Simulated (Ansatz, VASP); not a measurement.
**One calculation of Ir, two programs**

```
Ir
1.0
     0.00000    2.75125    2.75125
     2.75125    0.00000    2.75125
     2.75125    2.75125    0.00000
Ir
2
Direct
  0.12500 0.12500 0.12500
  0.87500 0.87500 0.87500
```

Alike in both runs: task single point; functional BLYP; k mesh 11 × 11 × 11; occupations fermi-dirac, width 0.1 eV; no spin polarisation.

```csv
,VASP,Ansatz
version,VASP 6.6.1,Ansatz 0.2.0
potentials or method,"VASP PAW PBE potentials, release 64 (Ir), cutoff 520 eV","plane waves (420 eV) with PAW, scalar-relativistic"
valence electrons in the cell,18,34
```

|  | VASP | Ansatz | Ansatz less VASP |
| --- | --- | --- | --- |
| pressure (GPa) | 17.0 | 16.2 | -0.81 |

VASP's potentials were made for PBE, not for BLYP. VASP's potentials hold 18 valence electrons a cell and Ansatz's 34, so a difference there can come from the potentials and not from the codes.

Spin-orbit coupling is off throughout.
